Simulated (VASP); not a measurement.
A run of VASP 6.6.1:

INCAR

```
SYSTEM = B9C5
ALGO = Normal ; EDIFF = 1E-6
EDIFFG = -0.04 ; ENCUT = 600
GGA = PE ; IBRION = 2
ISIF = 3 ; ISMEAR = 0
ISYM = 0 ; LASPH = .TRUE.
LCHARG = .FALSE. ; LREAL = .FALSE.
LWAVE = .FALSE. ; NELM = 80
NSW = 90 ; PREC = Accurate
SIGMA = 0.1
```

KPOINTS

```
k-points
0
G
  3 3 3
  0 0 0
```

Contents of POSCAR:

```
B9C5
1.0
    4.7317320000     -0.0454910000      0.0395370000
   -0.0454910000      4.9851620000     -0.0605250000
    0.0395370000     -0.0605250000      4.8261280000
C B
5 9
Direct
    0.8934843296      0.5043784907      0.3677981846
    0.7828618961      0.7693056920      0.4286884261
    0.9439992349      0.8960234777      0.6516734166
    0.2993986504      0.2822621402      0.1428469210
    0.0338677202      0.3903809341      0.6094967366
    0.8414406815      0.1764886235      0.7893673630
    0.4955986020      0.8130818073      0.2924176078
    0.9307286256      0.3229272436      0.1110782730
    0.3730733500      0.8303131783      0.9759562327
    0.3249962327      0.9075667426      0.6260326104
    0.4951795196      0.1353016685      0.9243131999
    0.2029039087      0.5937788789      0.1496456755
    0.2520726439      0.1888175148      0.4561251764
    0.1359995774      0.6469279703      0.7824368978
```

Potentials or basis: VASP PAW PBE potentials, release 64 (C, B).

Command:

```console
$ cat potpaw_PBE.64/C/POTCAR potpaw_PBE.64/B/POTCAR > POTCAR
$ mpirun -np 1 vasp_std > vasp.out
```

Hardware: 1 thread of Intel(R) Xeon(R) 6975P-C (Granite Rapids), with other jobs on the host.

How long does it take, and how much memory?

It took 7.7 min on 1 thread of Intel(R) Xeon(R) 6975P-C (Granite Rapids), on a shared host, peak memory 0.25 GiB. Counts: scf iterations 196, k points 14, ion steps 32.
